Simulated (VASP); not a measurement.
# Na (P6_3/mmc) in VASP: notebook

The runs below take Na through single point, with revPBE.

Program: VASP 6.6.1. These are calculated values, not measurements. Logs are shortened: lines on timing, memory, paths and dates and some standing lists are left out, and cuts for length are marked.

### 1 The cell of the first run

The structure is hexagonal, space group P6_3/mmc (No. 194). The conventional cell has a = 3.825 Å, b = 3.825 Å, c = 12.437 Å, α = 90.00°, β = 90.00°, γ = 120.00°. Na (site symmetry -3m) has 12 Na at 3.81 to 3.83 Å within 5.0 Å. Na (site symmetry -6m2) has 12 Na at 3.81 to 3.83 Å within 5.0 Å.

### 2 Single point, revPBE

Input file INCAR:

```
ALGO = Normal
EDIFF = 1E-7
ENCUT = 520
GGA = RE
ISIF = 2
ISMEAR = -1
LASPH = T
LCHARG = F
LREAL = F
LWAVE = F
NBANDS = 22
NELM = 80
PREC = Accurate
SIGMA = 0.1
```

Input file KPOINTS:

```
k-points
0
Gamma
  10 10 3
```

Input file POSCAR:

```
Na
1.0
    3.8254185333      0.0000000000      0.0000000000
   -1.9127092667      3.3129096299      0.0000000000
    0.0000000000      0.0000000000     12.4371399490
Na
4
Direct
    1.0000000000      1.0000000000      0.0000000000
    1.0000000000      1.0000000000      0.5000000000
    0.3333333333      0.6666666667      0.2500000000
    0.6666666667      0.3333333333      0.7500000000
```

Potentials or basis: VASP PAW PBE potentials, release 64 (Na_pv).

On the command line:

```bash
$ cat potpaw_PBE.64/Na_pv/POTCAR > POTCAR
$ mpirun -np 1 vasp_std > vasp.out
```

OUTCAR:

```text
EDIFF = 1E-7
   ENCUT = 520
   GGA = RE
   ISIF = 2
   ISMEAR = -1
   LASPH = T
   LREAL = F
   NELM = 80
   PREC = Accurate

 ion  position               nearest neighbor table
   1  0.000  0.000  0.000-
   2  0.000  0.000  0.500-
   3  0.333  0.667  0.250-
   4  0.667  0.333  0.750-

  LATTYP: Found a hexagonal cell.
 ALAT       =     3.8254185333
 C/A-ratio  =     3.2511841099

  Lattice vectors:

 A1 = (   3.8254185333,   0.0000000000,   0.0000000000)
 A2 = (  -1.9127092667,   3.3129096299,   0.0000000000)
 A3 = (   0.0000000000,   0.0000000000,  12.4371399490)

Analysis of symmetry for initial positions (statically):
=====================================================================
 Subroutine PRICEL returns:
 Original cell was already a primitive cell.

 Routine SETGRP: Setting up the symmetry group for a
 hexagonal supercell.

 Subroutine GETGRP returns: Found 24 space group operations
 (whereof 12 operations were pure point group operations)
 out of a pool of 24 trial point group operations.

The static configuration has the point symmetry D_3d.
 The point group associated with its full space group is D_6h.

Analysis of symmetry for dynamics (positions and initial velocities):
=====================================================================
 Subroutine PRICEL returns:
 Original cell was already a primitive cell.

 Routine SETGRP: Setting up the symmetry group for a
 hexagonal supercell.

 Subroutine GETGRP returns: Found 24 space group operations
 (whereof 12 operations were pure point group operations)
 out of a pool of 24 trial point group operations.

The dynamic configuration has the point symmetry D_3d.
 The point group associated with its full space group is D_6h.

 Subroutine INISYM returns: Found 24 space group operations
 (whereof 12 operations are pure point group operations),
 and found     1 'primitive' translations

----------------------------------------------------------------------------------------

                                     Primitive cell

  volume of cell :     157.6192

  direct lattice vectors                    reciprocal lattice vectors
     3.825418533  0.000000000  0.000000000     0.261409305  0.150924733  0.000000000
    -1.912709267  3.312909630  0.000000000     0.000000000  0.301849465  0.000000000
     0.000000000  0.000000000 12.437139949     0.000000000  0.000000000  0.080404338

  length of vectors
     3.825418533  3.825418533 12.437139949     0.301849465  0.301849465  0.080404338

  position of ions in fractional coordinates (direct lattice)
     0.000000000  0.000000000  0.000000000
     0.000000000  0.000000000  0.500000000
     0.333333333  0.666666667  0.250000000
     0.666666667  0.333333333  0.750000000

  ion indices of the primitive-cell ions
   primitive index   ion index
                 1           1
                 2           2
                 3           3
                 4           4

----------------------------------------------------------------------------------------

 KPOINTS: k-points

Automatic generation of k-mesh.
 Grid dimensions read from file:
 generate k-points for:   10   10    3

 Generating k-lattice:

  Cartesian coordinates                     Fractional coordinates (reciprocal lattice)
     0.026140930  0.015092473  0.000000000     0.100000000  0.000000000  0.000000000
     0.000000000  0.030184947  0.000000000     0.000000000  0.100000000  0.000000000
     0.000000000  0.000000000  0.026801446     0.000000000  0.000000000  0.333333333

  Length of vectors
     0.030184947  0.030184947  0.026801446

  Shift w.r.t. Gamma in fractional coordinates (k-lattice)
     0.000000000  0.000000000  0.000000000

 Subroutine IBZKPT returns following result:
 ===========================================

 Found     28 irreducible k-points:

 Following reciprocal coordinates:
            Coordinates               Weight
  0.000000  0.000000  0.000000      1.000000
  0.100000  0.000000  0.000000      6.000000
  0.200000  0.000000  0.000000      6.000000
  0.300000  0.000000  0.000000      6.000000
  0.400000  0.000000  0.000000      6.000000
  0.500000  0.000000  0.000000      3.000000
[... 16 lines left out ...]
  0.300000  0.100000  0.333333     24.000000
  0.400000  0.100000  0.333333     24.000000
 [... further k-points ...]
   k-points           NKPTS =     28   k-points in BZ     NKDIM =     28   number of bands    NBANDS=     22
   number of dos      NEDOS =    301   number of ions     NIONS =      4
   total plane-waves  NPLWV =  75264
   dimension x,y,z NGX =    28 NGY =   28 NGZ =   96
   dimension x,y,z NGXF=    56 NGYF=   56 NGZF=  192
   ions per type =               4
   NGX,Y,Z   is equivalent  to a cutoff of  12.17, 12.17, 12.83 a.u.
   NGXF,Y,Z  is equivalent  to a cutoff of  24.34, 24.34, 25.66 a.u.
 SYSTEM =  unknown system
   PREC   = accura    normal or accurate (medium, high low for compatibility)
   ISTART =      0    job   : 0-new  1-cont  2-samecut
   ICHARG =      2    charge: 1-file 2-atom 10-const
   ISPIN  =      1    spin polarized calculation?
   LNONCOLLINEAR =      F non collinear calculations
   LSORBIT =      F    spin-orbit coupling
   LASPH  =      T    aspherical Exc in radial PAW
   ENCUT  =  520.0 eV  38.22 Ry    6.18 a.u.   7.11  7.11 23.12*2*pi/ulx,y,z
   NELM   =     80;   NELMIN=  2; NELMDL= -5     # of ELM steps
   EDIFF  = 0.1E-06   stopping-criterion for ELM
   LREAL  =      F    real-space projection
   EDIFFG = 0.1E-05   stopping-criterion for IOM
   NSW    =      0    number of steps for IOM
   IBRION =     -1    ionic relax: 0-MD 1-quasi-New 2-CG
   NFREE  =      0    steps in history (QN), initial steepest desc. (CG)
   ISIF   =      2    stress and relaxation
   ISYM   =      2    0-nonsym 1-usesym 2-fastsym
   POTIM  = 0.5000    time-step for ionic-motion
   TEBEG  =    0.0;   TEEND  =   0.0 temperature during run
   PSTRESS=    0.0 pullay stress
   NELECT =      28.0000    total number of electrons
   NUPDOWN=      -1.0000    fix difference up-down
   EMIN   =  10.00;   EMAX   =-10.00  energy-range for DOS
   EFERMI =   0.00;   METHOD = LEGACY
   ISMEAR =    -1;   SIGMA  =   0.10  broadening in eV -4-tet -1-fermi 0-gaus
   EFERMI_NEDOS =   21; number of points for ismear=-14 and -15
   IALGO  =     38    algorithm
   IMIX   =      4    mixing-type and parameters
     AMIX     =   0.40;   BMIX     =  1.00
     AMIX_MAG =   1.60;   BMIX_MAG =  1.00
  volume/ion in A,a.u.               =      39.40       265.92
  Fermi-wavevector in a.u.,A,eV,Ry     =   0.920290  1.739095 11.523221  0.846933
  Thomas-Fermi vector in A             =   2.045578
   LORBIT       =      0    0 simple, 1 ext, 2 COOP (PROOUT), +10 PAW based schemes
   GGA     = RE    functional components
   LHFCALC =     F    Hartree Fock is set to
   AEXX    =    0.0000 exact exchange contribution
   IVDW    =     0    specifies the selected vdW correction
   LEPSILON=     F    determine dielectric tensor
   LRPA    =     F    only Hartree local field effects (RPA)
 non-spin polarized calculation
  energy-cutoff  :      520.00
  volume of cell :      157.62
 maximum number of plane-waves:      4275
   NGX = 15   NGY = 15   NGZ = 47

 number of electron      28.0000020 magnetization

 Free energy of the ion-electron system (eV)
  ---------------------------------------------------
  ext. energy  EPLUGINS =         0.00000000
  ---------------------------------------------------
  free energy    TOTEN  =        -4.85004689 eV

  energy without entropy =       -4.78854374  energy(sigma->0) =       -4.81929532

 E-fermi :   0.2393     XC(G=0):  -6.2243

 val. band max:        0.2321800927   @ k =   0.1000   0.1000   0.3333
 cond. band min:       0.2836372714   @ k =   0.4000   0.0000   0.0000
 fundamental gap:      0.0514571787
 Fermi energy:         0.2392574871

 k-point     1 :       0.0000    0.0000    0.0000
  band No.  band energies     occupation
      1     -24.7230      2.00000
      2     -24.7093      2.00000
      3     -24.7088      2.00000
      4     -24.6990      2.00000
      5     -24.6990      2.00000
      6     -24.6971      2.00000
[... 14 lines left out ...]
     21       9.9159      0.00000
     22      10.0819      0.00000

 k-point     2 :       0.1000    0.0000    0.0000
  band No.  band energies     occupation
      1     -24.7221      2.00000
      2     -24.7096      2.00000
      3     -24.7091      2.00000
      4     -24.7009      2.00000
      5     -24.6997      2.00000
      6     -24.6985      2.00000
[... 14 lines left out ...]
     21       8.6378      0.00000
     22       8.7000      0.00000

 k-point     3 :       0.2000    0.0000    0.0000
  band No.  band energies     occupation
      1     -24.7197      2.00000
      2     -24.7111      2.00000
      3     -24.7110      2.00000
      4     -24.7057      2.00000
      5     -24.7029      2.00000
      6     -24.7013      2.00000
[... 14 lines left out ...]
     21       6.6612      0.00000
     22       6.7610      0.00000

 k-point     4 :       0.3000    0.0000    0.0000
  band No.  band energies     occupation
      1     -24.7172      2.00000
      2     -24.7156      2.00000
      3     -24.7140      2.00000
      4     -24.7114      2.00000
      5     -24.7094      2.00000
      6     -24.7032      2.00000
[... 14 lines left out ...]
     21       6.7162      0.00000
     22       6.7462      0.00000

 k-point     5 :       0.4000    0.0000    0.0000
  band No.  band energies     occupation
      1     -24.7203      2.00000
      2     -24.7200      2.00000
      3     -24.7159      2.00000
      4     -24.7147      2.00000
      5     -24.7114      2.00000
      6     -24.7047      2.00000
[... 417 lines left out ...]
 k-point    22 :       0.2000    0.1000    0.3333
  band No.  band energies     occupation
      1     -24.7171      2.00000
      2     -24.7156      2.00000
      3     -24.7106      2.00000
      4     -24.7082      2.00000
      5     -24.7076      2.00000
      6     -24.7052      2.00000
[... 14 lines left out ...]
     21       6.0971      0.00000
     22       6.2999      0.00000

 k-point    23 :       0.3000    0.1000    0.3333
  band No.  band energies     occupation
      1     -24.7181      2.00000
      2     -24.7165      2.00000
      3     -24.7161      2.00000
      4     -24.7138      2.00000
      5     -24.7096      2.00000
      6     -24.7063      2.00000
[... 14 lines left out ...]
     21       5.2817      0.00000
     22       5.4284      0.00000

 k-point    24 :       0.4000    0.1000    0.3333
  band No.  band energies     occupation
      1     -24.7204      2.00000
      2     -24.7198      2.00000
      3     -24.7179      2.00000
      4     -24.7171      2.00000
      5     -24.7080      2.00000
      6     -24.7067      2.00000
[... 14 lines left out ...]
     21       4.9276      0.00000
     22       5.4532      0.00000

 [... further k-points ...]
[... 5 lines left out ...]
  --------------------------------------------------------------------------------------
  -------------------------------------------------------------------------------------
  Total        0.0049875      0.0049875     -0.0066058     -0.0000000      0.0000000      0.0000000
  in kB        0.0506971      0.0506971     -0.0671473     -0.0000000      0.0000000      0.0000000
  external PRESSURE =       0.0114156 kB  Pullay stress =       0.0000000 kB

 VOLUME and BASIS-vectors are now :
 -----------------------------------------------------------------------------
  energy-cutoff  :      520.00
  volume of cell :      157.62
      direct lattice vectors                 reciprocal lattice vectors
     3.825418533  0.000000000  0.000000000     0.261409305  0.150924733  0.000000000
    -1.912709267  3.312909630  0.000000000     0.000000000  0.301849465  0.000000000
     0.000000000  0.000000000 12.437139949     0.000000000  0.000000000  0.080404338

 POSITION                                       TOTAL-FORCE (eV/Angst)
 -----------------------------------------------------------------------------------
      0.00000      0.00000      0.00000        -0.000000      0.000000      0.000000
      0.00000      0.00000      6.21857         0.000000      0.000000      0.000000
     -0.00000      2.20861      3.10928        -0.000000      0.000000     -0.000000
      1.91271      1.10430      9.32785         0.000000     -0.000000      0.000000
 -----------------------------------------------------------------------------------
    total drift:                                0.000000     -0.000000      0.000000

  FREE ENERGIE OF THE ION-ELECTRON SYSTEM (eV)
  ---------------------------------------------------
  free  energy   TOTEN  =        -4.8500468873 eV

  energy  without entropy=       -4.7885437448  energy(sigma->0) =       -4.81929532
```

Run time: 2.1 min. Hardware: 1 thread of AMD EPYC 7R13, shared host; peak memory 0.24 GiB.

Results:

```
Free energy            : -4.8500 eV
Pressure               : 0.0 GPa
Band gap on the k mesh : zero (band 14 reaches 1.67 eV, above the bottom of band 15 at -1.89 eV)
```

Levels at points of the mesh, in eV from the Fermi level:
```tsv
k point	band 12	band 13	band 14	band 15	band 16	band 17
(0.00, 0.00, 0.00)	-24.93	-3.12	-2.13	-2.13	0.57	0.98
(0.50, 0.00, 0.00)	-24.94	0.26	0.32	1.04	1.11	1.43
```

Caveat: the PAW data sets were made with another functional, which shifts forces and pressure a little.

[end of part 1 of 2]
